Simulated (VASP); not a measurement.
A run of VASP 6.6.1:

File INCAR:

```
PREC = Accurate ; ENCUT = 520
EDIFF = 1E-7 ; ISMEAR = 0
SIGMA = 0.1 ; LREAL = False
LASPH = True ; NELM = 100
ALGO = Fast ; ISIF = 2
LWAVE = False ; LCHARG = False
GGA = PS ; ISYM = 0
NBANDS = 14
```

The input KPOINTS:

```
regular mesh
0
Gamma
  12 9 17
```

POSCAR

```
AlNi
1.0
    2.8621655562      0.0000000000      0.0000000000
    0.0000000000      4.0477133473      0.0000000000
    0.0000000000      2.0238566737      2.0238566737
Al Ni
1 1
Direct
    0.0000000000      0.0000000000      0.0000000000
    0.5000000000      0.5000000000      0.0000000000
```

Potentials or basis: VASP PAW PBE potentials, release 64 (Al, Ni).

The run is started by

```bash
$ cat potpaw_PBE.64/Al/POTCAR potpaw_PBE.64/Ni/POTCAR > POTCAR
$ mpirun -np 1 vasp_std > vasp.out
```

Hardware: 1 thread of Intel(R) Xeon(R) Platinum 8259CL CPU @ 2.50GHz (Skylake/Cascade Lake), on a shared host.

Task: Estimate the wall time of this run.

Result: Wall time 5.7 min on 1 thread of Intel(R) Xeon(R) Platinum 8259CL CPU @ 2.50GHz (Skylake/Cascade Lake) (shared host), peak memory 0.41 GiB. Counts: scf iterations 17, k points 919.
